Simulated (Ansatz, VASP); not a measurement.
## C in VASP and in Ansatz

```xyz
2
Lattice="0.0000 1.7857 1.7857 1.7857 0.0000 1.7857 1.7857 1.7857 0.0000" Properties=species:S:1:pos:R:3 pbc="T T T"
C     0.0000    0.0000    0.0000
C     0.8929    0.8929    0.8929
```

Alike in both runs: task single point; functional PBE; k mesh 10 × 10 × 10; no spin polarisation.

```csv
,VASP,Ansatz
version,VASP 6.6.1,Ansatz 0.2.0
potentials or method,"VASP PAW PBE potentials, release 64 (C)","plane waves, PAW"
plane-wave cutoff (eV),600,420
occupations,"gaussian, width 0.01 eV",fixed
valence electrons in the cell,8,8
```

```tsv
	VASP	Ansatz	Ansatz less VASP
gap on the k mesh at the Fermi level (eV)	4.16	4.17	+0.008
pressure (GPa)	0.0	0.0	-0.01
```
